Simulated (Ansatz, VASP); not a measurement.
## Zr: VASP beside Ansatz

```
Zr
1.0
     0.00000    2.28467    2.28467
     2.28467    0.00000    2.28467
     2.28467    2.28467    0.00000
Zr
1
Direct
  0.00000 0.00000 0.00000
```

Change from the starting cell: volume scaled by 1.04.

Alike in both runs: task single point; functional PBEsol; dispersion D4; k mesh 10 × 10 × 10; occupations fermi-dirac, width 0.01 eV; collinear spin; fixed moment 1 μB.

|  | VASP | Ansatz |
| --- | --- | --- |
| version | VASP 6.6.1 | Ansatz 0.2.0 |
| potentials or method | VASP PAW PBE potentials, release 64 (Zr_sv), cutoff 520 eV | all-electron LAPW, scalar-relativistic |

Ansatz gave:

- pressure (GPa): -4.3
- size of the moment on the site where the two differ most (μB): 0.81

Task: What did VASP give for the same quantities?

Result: Pressure (GPa): -4.3; size of the moment on the site where the two differ most (μB): 0.54.

VASP's potentials were made for PBE, not for PBEsol. Site moments also hang on the region over which each program counts them. Ansatz ran all-electron here, and VASP with PAW potentials.
